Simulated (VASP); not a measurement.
The system is TiSeS3.

```
Ti Se S
1.0
     4.81212    0.00000    0.00000
     0.00000    4.81212    0.00000
     0.00000    0.00000    4.81212
Ti Se S
1 1 3
Cartesian
  0.0000 0.0000 0.0000
  2.4061 2.4061 2.4061
  0.0000 2.4061 2.4061
  2.4061 0.0000 2.4061
  2.4061 2.4061 0.0000
```

The cell was generated, and may not be a known phase.

- Program: VASP 6.6.1
- Task: relaxation of cell and atoms
- Functional: PBE
- Potentials or basis: VASP PAW PBE potentials, release 64 (Ti_sv, Se, S)
- Cutoff: 600 eV
- k mesh: 8 × 8 × 8
- Occupations: gaussian, width 0.1 eV
- Spin: collinear spin
- Starting moments: [1.81, 0.0, -0.13, -0.13, -0.13] μB

At the start: pressure -3.2 GPa; volume 22.29 Å³/atom.

Where does the relaxation end?

Over 4 steps the energy falls by 17.5 meV/atom and the volume is 21.07 Å³/atom (-5.4 %); space group Pm-3m (No. 221, to 0.1 Å) before and after; moment 1.26 μB per cell.

The path:
```csv
step,energy change (eV),largest force (eV/Å),pressure (GPa),volume (Å³)
1,0.0000,0.0000,-3.15,111.43
2,-0.0751,0.0000,0.52,104.51
3,-0.0870,0.0000,0.16,105.09
4,-0.0876,0.0000,-0.01,105.37
```

Final structure:
```yaml
crystal:
  lattice:
    - [4.72323, 0.00000, 0.00000]
    - [0.00000, 4.72323, 0.00000]
    - [0.00000, 0.00000, 4.72323]
  atoms:
    - { symbol: Ti, position: [0.00000, 0.00000, 0.00000] }
    - { symbol: Se, position: [0.50000, 0.50000, 0.50000] }
    - { symbol: S, position: [0.00000, 0.50000, 0.50000] }
    - { symbol: S, position: [0.50000, 0.00000, 0.50000] }
    - { symbol: S, position: [0.50000, 0.50000, 0.00000] }
```
